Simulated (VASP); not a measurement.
Here is a VASP 6.6.1 calculation.

INCAR

```
SYSTEM = WS2
  PREC = Accurate
  ENCUT = 520
  EDIFF = 1E-7
  ISMEAR = 0
  SIGMA = 0.02
  LREAL = .False.
  LASPH = .True.
  NELM = 100
  ALGO = Normal
  ISIF = 2
  LWAVE = .False.
  LCHARG = .False.
  GGA = PS
  IBRION = 2
  NSW = 60
  EDIFFG = -0.008
  KPAR = 4
```

The input KPOINTS:

```
regular mesh
0
Gamma
  12 12 2
  0 0 0
```

File POSCAR:

```
WS2
1.0
    3.1460836903      0.0000000000      0.0000000000
   -1.5730418452      2.7245883983      0.0000000000
    0.0000000000      0.0000000000     13.2127903596
W S
2 4
Direct
    0.3333333333      0.6666666667      0.2500000000
    0.6666666667      0.3333333333      0.7500000000
    0.3333333333      0.6666666667      0.6290137468
    0.6666666667      0.3333333333      0.1290137468
    0.3333333333      0.6666666667      0.8709862532
    0.6666666667      0.3333333333      0.3709862532
```

Potentials or basis: VASP PAW PBE potentials, release 64 (W_sv, S).

Launch:

```sh
$ cat potpaw_PBE.64/W_sv/POTCAR potpaw_PBE.64/S/POTCAR > POTCAR
$ mpirun -np 4 vasp_std > vasp.out
```

Predict the band gap on the k mesh.

1.31 eV (least direct gap 1.90 eV).

Predict the energy gained by relaxing.

5.7 meV/atom.

Final structure:
```yaml
crystal:
  lattice:
    - [3.14608, 0.00000, 0.00000]
    - [-1.57304, 2.72459, 0.00000]
    - [0.00000, 0.00000, 13.21279]
  atoms:
    - { symbol: W, position: [0.33333, 0.66667, 0.25000] }
    - { symbol: W, position: [0.66667, 0.33333, 0.75000] }
    - { symbol: S, position: [0.33333, 0.66667, 0.63124] }
    - { symbol: S, position: [0.66667, 0.33333, 0.13124] }
    - { symbol: S, position: [0.33333, 0.66667, 0.86876] }
    - { symbol: S, position: [0.66667, 0.33333, 0.36876] }
```

Caveat: the cell differs from its parent crystal (strain along c alone, the other axes held: +4.0 %); spin-orbit coupling is left out, which moves the levels of the heavy elements. A k mesh can miss the band edges.
